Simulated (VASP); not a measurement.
RhN, 2 atoms in the cell. It takes space group P-6m2 (No. 187, hexagonal). Conventional cell: a = 2.963 Å, b = 2.963 Å, c = 2.892 Å, α = 90.00°, β = 90.00°, γ = 120.00°. Rh (site symmetry -6m2) has 6 N at 2.24 Å and 8 Rh at 2.89 to 2.96 Å within 3.0 Å. N (site symmetry -6m2) has 6 Rh at 2.24 Å and 8 N at 2.89 to 2.96 Å within 3.0 Å. 

| Quantity | Value |
| --- | --- |
| Program | VASP 6.6.1 |
| Task | single point |
| Functional | PBE |
| Potentials or basis | VASP PAW PBE potentials, release 64 (Rh_pv, N) |
| Cutoff | 520 eV |
| k mesh | 7 × 7 × 7 |
| Occupations | gaussian, width 0.05 eV |
| Spin | collinear spin, ferromagnetic start |
| Starting moments | [0.39, 0.0] μB |
| Hubbard terms | Rh d U = 7.0 eV |
| Dipole correction | no |
| Further INCAR settings | ALGO = Normal; EDIFF = 1e-06; NBANDS = 21 |

Potentials or basis: VASP PAW PBE potentials, release 64 (Rh_pv, N).

Command:

```bash
$ cat potpaw_PBE.64/Rh_pv/POTCAR potpaw_PBE.64/N/POTCAR > POTCAR
$ mpirun -np 1 vasp_std > vasp.out
```

Hardware: 1 thread of Intel(R) Xeon(R) 6975P-C (Granite Rapids) (shared host).

How long does it take, and how much memory?

It took 16 s on 1 thread of Intel(R) Xeon(R) 6975P-C (Granite Rapids) (shared host), peak memory 0.16 GiB. Counts: scf iterations 20, k points 32.
